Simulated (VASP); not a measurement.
# AlN (I-4m2) in VASP: notebook

Runs on AlN. Level: HSE06. Tasks: single point.

Everything below comes from runs of VASP 6.6.1. Logs are shortened: lines on timing, memory, paths and dates and some standing lists are left out, and cuts for length are marked.

### Step 1. The cell of the first run

The structure is tetragonal, space group I-4m2 (No. 119). The conventional cell has a = 3.090 Å, b = 3.090 Å, c = 4.239 Å, α = 90.00°, β = 90.00°, γ = 90.00°. Al (site symmetry -4m2) has 4 N at 1.87 Å within 2.5 Å. N (site symmetry -4m2) has 4 Al at 1.87 Å within 2.5 Å.

### Step 2. Single point, HSE06 (uniaxial z strain -3.0%)

POSCAR

```
AlN
1.0
    0.0000000000      2.1848764125      2.1193301201
    2.1848764125      0.0000000000      2.1193301201
    2.1848764125      2.1848764125      0.0000000000
Al N
1 1
Direct
    0.0000000000      0.0000000000      0.0000000000
    0.2500000000      0.2500000000      0.2500000000
```

INCAR.step1

```
SYSTEM = AlN
PREC     = Accurate       ! precision mode
ENCUT    = 520            ! plane-wave cutoff, eV
EDIFF    = 1E-5           ! SCF threshold, eV
ISMEAR   = 0              ! smearing method
SIGMA    = 0.01           ! smearing width, eV
LREAL    = .False.        ! projectors in reciprocal space
LASPH    = .True.         ! aspherical terms in the spheres
NELM     = 80             ! most SCF steps
ALGO     = Normal         ! electronic algorithm
ISIF     = 2              ! what is computed and relaxed
LWAVE    = .True.         ! write WAVECAR
GGA      = PE             ! functional
NBANDS   = 11             ! bands
```

INCAR.step2

```
SYSTEM = AlN
PREC     = Accurate       ! precision mode
ENCUT    = 520            ! plane-wave cutoff, eV
EDIFF    = 1E-7           ! SCF threshold, eV
ISMEAR   = 0              ! smearing method
SIGMA    = 0.01           ! smearing width, eV
LREAL    = .False.        ! projectors in reciprocal space
LASPH    = .True.         ! aspherical terms in the spheres
NELM     = 80             ! most SCF steps
ALGO     = Normal         ! electronic algorithm
ISIF     = 2              ! what is computed and relaxed
LWAVE    = .False.        ! write WAVECAR
LCHARG   = .True.         ! write CHGCAR
GGA      = PE             ! functional
LHFCALC  = .True.         ! exact exchange
HFSCREEN = 0.2079         ! screening, 1/A
PRECFOCK = Normal       
LELF     = .True.         ! ELF
LVHAR    = .True.       
ISTART   = 1            
NBANDS   = 11             ! bands
```

KPOINTS

```
regular mesh
0
Gamma
  8 8 8
  0 0 0
```

Potentials or basis: VASP PAW PBE potentials, release 64 (Al, N).

Command:

```console
$ cat potpaw_PBE.64/Al/POTCAR potpaw_PBE.64/N/POTCAR > POTCAR
$ cp INCAR.step1 INCAR
$ mpirun -np 1 vasp_std > vasp.out
$ cp INCAR.step2 INCAR
$ mpirun -np 1 vasp_std > vasp.out
```

OUTCAR:

```text
SYSTEM = AlN
   PREC = Accurate
   ENCUT = 520
   EDIFF = 1E-7
   ISMEAR = 0
   LREAL = .False.
   LASPH = .True.
   NELM = 80
   ISIF = 2
   GGA = PE
   LHFCALC = .True.
   HFSCREEN = 0.2079
   PRECFOCK = Normal
   ISTART = 1

 ion  position               nearest neighbor table
   1  0.000  0.000  0.000-   2 1.87   2 1.87   2 1.87   2 1.87
   2  0.250  0.250  0.250-   1 1.87   1 1.87   1 1.87   1 1.87

  LATTYP: Found a body centered tetragonal cell.
 ALAT       =     3.0898818547
 C/A-ratio  =     1.3717871555

  Lattice vectors:

 A1 = (   0.0000000000,  -2.1848764125,  -2.1193301201)
 A2 = (   0.0000000000,   2.1848764125,  -2.1193301201)
 A3 = (   2.1848764125,   0.0000000000,   2.1193301201)

Analysis of symmetry for initial positions (statically):
=====================================================================
 Subroutine PRICEL returns:
 Original cell was already a primitive cell.

 Routine SETGRP: Setting up the symmetry group for a
 body centered tetragonal supercell.

 Subroutine GETGRP returns: Found  8 space group operations
 (whereof  8 operations were pure point group operations)
 out of a pool of 16 trial point group operations.

The static configuration has the point symmetry D_2d.

Analysis of symmetry for dynamics (positions and initial velocities):
=====================================================================
 Subroutine PRICEL returns:
 Original cell was already a primitive cell.

 Routine SETGRP: Setting up the symmetry group for a
 body centered tetragonal supercell.

 Subroutine GETGRP returns: Found  8 space group operations
 (whereof  8 operations were pure point group operations)
 out of a pool of 16 trial point group operations.

The dynamic configuration has the point symmetry D_2d.

 Subroutine INISYM returns: Found  8 space group operations
 (whereof  8 operations are pure point group operations),
 and found     1 'primitive' translations

----------------------------------------------------------------------------------------

                                     Primitive cell

  volume of cell :      20.2340

  direct lattice vectors                    reciprocal lattice vectors
     0.000000000  2.184876412  2.119330120    -0.228845896  0.228845896  0.235923604
     2.184876412  0.000000000  2.119330120     0.228845896 -0.228845896  0.235923604
     2.184876412  2.184876412  0.000000000     0.228845896  0.228845896 -0.235923604

  length of vectors
     3.043886512  3.043886512  3.089881855     0.400500730  0.400500730  0.400500730

  position of ions in fractional coordinates (direct lattice)
     0.000000000  0.000000000  0.000000000
     0.250000000  0.250000000  0.250000000

  ion indices of the primitive-cell ions
   primitive index   ion index
                 1           1
                 2           2

----------------------------------------------------------------------------------------

 KPOINTS: regular mesh

Automatic generation of k-mesh.
 Grid dimensions read from file:
 generate k-points for:    8    8    8

 Generating k-lattice:

  Cartesian coordinates                     Fractional coordinates (reciprocal lattice)
    -0.028605737  0.028605737  0.029490451     0.125000000  0.000000000  0.000000000
     0.028605737 -0.028605737  0.029490451     0.000000000  0.125000000  0.000000000
     0.028605737  0.028605737 -0.029490451     0.000000000  0.000000000  0.125000000

  Length of vectors
     0.050062591  0.050062591  0.050062591

  Shift w.r.t. Gamma in fractional coordinates (k-lattice)
     0.000000000  0.000000000  0.000000000

 Subroutine IBZKPT returns following result:
 ===========================================

 Found     59 irreducible k-points:

 Following reciprocal coordinates:
            Coordinates               Weight
  0.000000  0.000000  0.000000      1.000000
  0.125000 -0.000000  0.000000      8.000000
  0.250000 -0.000000  0.000000      8.000000
  0.375000  0.000000  0.000000      8.000000
  0.500000 -0.000000  0.000000      4.000000
  0.125000  0.125000  0.000000      2.000000
[... 16 lines left out ...]
  0.250000 -0.000000  0.125000     16.000000
  0.375000  0.000000  0.125000     16.000000
 [... further k-points ...]
   k-points           NKPTS =     59   k-points in BZ     NKDIM =    512   number of bands    NBANDS=     11
   number of dos      NEDOS =    301   number of ions     NIONS =      2
   total plane-waves  NPLWV =  13824
   dimension x,y,z NGX =    24 NGY =   24 NGZ =   24
   dimension x,y,z NGXF=    48 NGYF=   48 NGZF=   48
   ions per type =               1   1
   NGX,Y,Z   is equivalent  to a cutoff of  13.11, 13.11, 12.91 a.u.
   NGXF,Y,Z  is equivalent  to a cutoff of  26.22, 26.22, 25.83 a.u.
 SYSTEM =  AlN
   PREC   = accura    normal or accurate (medium, high low for compatibility)
   ISTART =      1    job   : 0-new  1-cont  2-samecut
   ICHARG =      0    charge: 1-file 2-atom 10-const
   ISPIN  =      1    spin polarized calculation?
   LNONCOLLINEAR =      F non collinear calculations
   LSORBIT =      F    spin-orbit coupling
   LASPH  =      T    aspherical Exc in radial PAW
   ENCUT  =  520.0 eV  38.22 Ry    6.18 a.u.   5.66  5.66  5.75*2*pi/ulx,y,z
   NELM   =     80;   NELMIN=  2; NELMDL=  0     # of ELM steps
   EDIFF  = 0.1E-06   stopping-criterion for ELM
   LREAL  =      F    real-space projection
   EDIFFG = 0.1E-05   stopping-criterion for IOM
   NSW    =      0    number of steps for IOM
   IBRION =     -1    ionic relax: 0-MD 1-quasi-New 2-CG
   NFREE  =      0    steps in history (QN), initial steepest desc. (CG)
   ISIF   =      2    stress and relaxation
   ISYM   =      3    0-nonsym 1-usesym 2-fastsym
   POTIM  = 0.5000    time-step for ionic-motion
   TEBEG  =    0.0;   TEEND  =   0.0 temperature during run
   PSTRESS=    0.0 pullay stress
   NELECT =       8.0000    total number of electrons
   NUPDOWN=      -1.0000    fix difference up-down
   EMIN   =  10.00;   EMAX   =-10.00  energy-range for DOS
   EFERMI =   0.00;   METHOD = LEGACY
   ISMEAR =     0;   SIGMA  =   0.01  broadening in eV -4-tet -1-fermi 0-gaus
   EFERMI_NEDOS =   21; number of points for ismear=-14 and -15
   IALGO  =     38    algorithm
   IMIX   =      1    mixing-type and parameters
     AMIX     =   0.40;   BMIX     =  1.00
     AMIX_MAG =   1.60;   BMIX_MAG =  1.00
  volume/ion in A,a.u.               =      10.12        68.27
  Fermi-wavevector in a.u.,A,eV,Ry     =   1.201556  2.270612 19.643234  1.443737
  Thomas-Fermi vector in A             =   2.337362
   LORBIT       =      0    0 simple, 1 ext, 2 COOP (PROOUT), +10 PAW based schemes
   GGA     = PE    functional components
   LHFCALC =     T    Hartree Fock is set to
   PRECFOCK=normal    Normal, Fast or Accurate (Low or Medium for compatibility)
   ENCUT4O =  -1.0   cutoff for four orbital integrals eV
   NKREDX  =     1    reduce k-point grid by
   NKREDY  =     1    reduce k-point grid by
   NKREDZ  =     1    reduce k-point grid by
   AEXX    =    0.2500 exact exchange contribution
   HFSCREEN=    0.2079 screening length (either q_TF or 0.3 A-1)
   HFSCREENC=   0.2079 screening length for correlation (either q_TF or 0.3 A-1)
   ENCUTFOCK=  -1.0 apply spherical cutoff to Coloumb kernel
   IVDW    =     0    specifies the selected vdW correction
   LEPSILON=     F    determine dielectric tensor
   LRPA    =     F    only Hartree local field effects (RPA)
 non-spin polarized calculation
 Gauss-broadening in eV      SIGMA  =   0.01
  energy-cutoff  :      520.00
  volume of cell :       20.23
 maximum number of plane-waves:       553
  NGX = 18; NGY = 18; NGZ = 18

 number of electron       7.9999999 magnetization

 Free energy of the ion-electron system (eV)
  ---------------------------------------------------
  ext. energy  EPLUGINS =         0.00000000
  ---------------------------------------------------
  free energy    TOTEN  =       -17.38083541 eV

  energy without entropy =      -17.38083541  energy(sigma->0) =      -17.38083541

 E-fermi :   5.4804     XC(G=0):  -9.1140

 val. band max:        5.4004655201   @ k =   0.0000   0.0000   0.0000
 cond. band min:       9.8067056718   @ k =   0.5000   0.5000   0.0000
 fundamental gap:      4.4062401517
 Fermi energy:         5.4804321863

 k-point     1 :       0.0000    0.0000    0.0000
  band No.  band energies     occupation
      1     -11.3398      2.00000
      2       5.2763      2.00000
      3       5.2763      2.00000
      4       5.4005      2.00000
      5      11.1507      0.00000
      6      19.8493      0.00000
      7      19.8823      0.00000
      8      19.8823      0.00000
      9      24.6486      0.00000
     10      25.6035      0.00000
     11      26.2252      0.00000

 k-point     2 :       0.1250   -0.0000    0.0000
  band No.  band energies     occupation
      1     -11.0876      2.00000
      2       4.0694      2.00000
      3       5.1728      2.00000
      4       5.2871      2.00000
      5      12.1197      0.00000
      6      19.2698      0.00000
      7      20.0174      0.00000
      8      20.1246      0.00000
      9      23.1642      0.00000
     10      23.7353      0.00000
     11      25.6043      0.00000

 k-point     3 :       0.2500   -0.0000    0.0000
  band No.  band energies     occupation
      1     -10.3950      2.00000
      2       1.7581      2.00000
      3       4.9395      2.00000
      4       5.1213      2.00000
      5      13.5292      0.00000
      6      18.2278      0.00000
      7      19.3278      0.00000
      8      19.8911      0.00000
      9      23.6483      0.00000
     10      23.6823      0.00000
     11      24.7917      0.00000
[... 267 lines left out ...]
 k-point    23 :       0.2500   -0.0000    0.1250
  band No.  band energies     occupation
      1     -10.4703      2.00000
      2       2.4447      2.00000
      3       4.6778      2.00000
      4       4.7984      2.00000
      5      13.3884      0.00000
      6      18.1771      0.00000
      7      18.7851      0.00000
      8      20.5537      0.00000
      9      21.7208      0.00000
     10      25.5343      0.00000
     11      27.0667      0.00000

 k-point    24 :       0.3750    0.0000    0.1250
  band No.  band energies     occupation
      1      -9.6423      2.00000
      2       0.4593      2.00000
      3       4.3363      2.00000
      4       4.5803      2.00000
      5      14.1759      0.00000
      6      16.7897      0.00000
      7      18.9214      0.00000
      8      19.9387      0.00000
      9      23.3323      0.00000
     10      26.5881      0.00000
     11      27.2550      0.00000

 [... further k-points ...]
[... 5 lines left out ...]
  --------------------------------------------------------------------------------------
  -------------------------------------------------------------------------------------
  Total        0.5846720      0.5846720      1.0697708      0.0000000      0.0000000     -0.0000000
  in kB       46.2956827     46.2956827     84.7069349      0.0000000      0.0000000     -0.0000000
  external PRESSURE =      59.0994335 kB  Pullay stress =       0.0000000 kB

 VOLUME and BASIS-vectors are now :
 -----------------------------------------------------------------------------
  energy-cutoff  :      520.00
  volume of cell :       20.23
      direct lattice vectors                 reciprocal lattice vectors
     0.000000000  2.184876412  2.119330120    -0.228845896  0.228845896  0.235923604
     2.184876412  0.000000000  2.119330120     0.228845896 -0.228845896  0.235923604
     2.184876412  2.184876412  0.000000000     0.228845896  0.228845896 -0.235923604

 POSITION                                       TOTAL-FORCE (eV/Angst)
 -----------------------------------------------------------------------------------
      0.00000      0.00000      0.00000        -0.000000     -0.000000     -0.000000
      1.09244      1.09244      1.05967         0.000000      0.000000      0.000000
 -----------------------------------------------------------------------------------
    total drift:                                0.000000      0.000000      0.000000

  FREE ENERGIE OF THE ION-ELECTRON SYSTEM (eV)
  ---------------------------------------------------
  free  energy   TOTEN  =       -17.3808354095 eV

  energy  without entropy=      -17.3808354095  energy(sigma->0) =      -17.38083541
```

Wall time 84 min (1 thread of Intel Xeon Platinum 8375C at 2.90GHz (Ice Lake), shared host); peak memory 0.26 GiB.

What came out:

| Quantity | Value |
| --- | --- |
| Free energy | -17.3808 eV |
| Pressure | 5.9 GPa |
| Band gap on the k mesh | 4.41 eV (least direct gap 5.75 eV) |

Caveat: the cell differs from its parent crystal (uniaxial z strain -3.0%); the cell stands under pressure; the structure was generated, so it needn't be the stable form of AlN; the PAW data sets were made with another functional, which shifts forces and pressure a little.

### Step 3. Single point, HSE06 (uniaxial z strain +4.0%)

POSCAR

```
AlN
1.0
    0.0000000000      2.1848764125      2.2722714690
    2.1848764125      0.0000000000      2.2722714690
    2.1848764125      2.1848764125      0.0000000000
Al N
1 1
Direct
    0.0000000000      0.0000000000      0.0000000000
    0.2500000000      0.2500000000      0.2500000000
```

INCAR.step1

```
PREC = Accurate ; ENCUT = 520
EDIFF = 1E-5 ; ISMEAR = 0
SIGMA = 0.01 ; LREAL = F
LASPH = T ; NELM = 100
ALGO = Normal ; ISIF = 2
LWAVE = T ; NBANDS = 11
GGA = PE
```

INCAR.step2

```
PREC = Accurate ; ENCUT = 520
EDIFF = 1E-6 ; ISMEAR = 0
SIGMA = 0.01 ; LREAL = F
LASPH = T ; NELM = 100
ALGO = Normal ; ISIF = 2
LWAVE = F ; LCHARG = T
GGA = PE ; LHFCALC = T
HFSCREEN = 0.2079 ; PRECFOCK = Normal
LELF = T ; LVHAR = T
NBANDS = 11 ; ISTART = 1
```

KPOINTS

```
regular mesh
0
Gamma
  8 8 8
```

Potentials or basis: VASP PAW PBE potentials, release 64 (Al, N).

Command:

```console
$ cat potpaw_PBE.64/Al/POTCAR potpaw_PBE.64/N/POTCAR > POTCAR
$ cp INCAR.step1 INCAR
$ mpirun -np 1 vasp_std > vasp.out
$ cp INCAR.step2 INCAR
$ mpirun -np 1 vasp_std > vasp.out
```

It took 22 min on 1 thread of AMD EPYC 9R45 (Zen 5), shared host; peak memory 0.23 GiB.

The run converged. Its results:

| Quantity | Value |
| --- | --- |
| Free energy | -17.3608 eV |
| Pressure | -8.6 GPa |
| Band gap on the k mesh | 4.40 eV (least direct gap 5.09 eV) |

Stress tensor (GPa, compression positive):
```
 -6.41   0.00   0.00
  0.00  -6.41   0.00
  0.00   0.00 -12.88
```

Levels at points of the mesh, in eV from the valence-band top:
```csv
k point,band 1,band 2,band 3,band 4,band 5,band 6,band 7,band 8
"(0.00, 0.00, 0.00)",-16.30,-0.18,0.00,0.00,5.09,13.74,13.74,13.79
"(0.50, 0.00, 0.00)",-14.24,-6.23,-0.77,-0.42,8.35,11.28,12.14,12.78
"(0.50, 0.50, 0.00)",-13.71,-5.53,-1.74,-1.74,4.58,10.16,14.99,17.43
"(0.50, 0.00, 0.50)",-13.54,-5.14,-2.08,-2.07,4.40,9.54,15.67,16.53
```

Caveat: the cell differs from its parent crystal (uniaxial z strain +4.0%); the stress differs along the axes, from -13 to -6 GPa; the structure was generated, so it needn't be the stable form of AlN; the PAW data sets were made with another functional, which shifts forces and pressure a little.
